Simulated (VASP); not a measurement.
Set up this calculation in VASP 6.6.1, as the native input.

| Property | Result |
| --- | --- |
| Task | single point |
| Functional | LDA |
| Potentials or basis | VASP PAW LDA potentials, release 64 (C) |
| Cutoff | 520 eV |
| k mesh | 14 × 14 × 8 |
| Occupations | gaussian, width 0.01 eV |
| Spin | no spin polarisation |
| Dipole correction | no |
| Further INCAR settings | ALGO = Normal; EDIFF = 1e-06; NBANDS = 11 |

The structure of C lies in POSCAR:

```
C
1.0
    2.1173004186     -1.2224359090     -0.0116645459
    2.1173004186      1.2224359090     -0.0116645459
   -1.3917791385      0.0000000000      3.3367535723
C
2
Direct
    0.8333827718      0.8333827718      0.0001493726
    0.1666172282      0.1666172282      0.9998506274
```

The input as run:

INCAR

```
SYSTEM = C
  PREC = Accurate
  ENCUT = 520
  EDIFF = 1E-6
  ISMEAR = 0
  SIGMA = 0.01
  LREAL = .False.
  LASPH = .True.
  NELM = 80
  ALGO = Normal
  ISIF = 2
  LWAVE = .False.
  LCHARG = .False.
  NBANDS = 11
```

KPOINTS

```
regular mesh
0
Gamma
  14 14 8
  0 0 0
```

Potentials or basis: VASP PAW LDA potentials, release 64 (C).

Command:

```console
$ cat potpaw_LDA.64/C/POTCAR > POTCAR
$ mpirun -np 1 vasp_std > vasp.out
```

It gave:

The pressure is 0.8 GPa.

Run time: 97 s on 1 thread of Intel Xeon 8259CL, with other jobs on the host, peak memory 0.16 GiB.
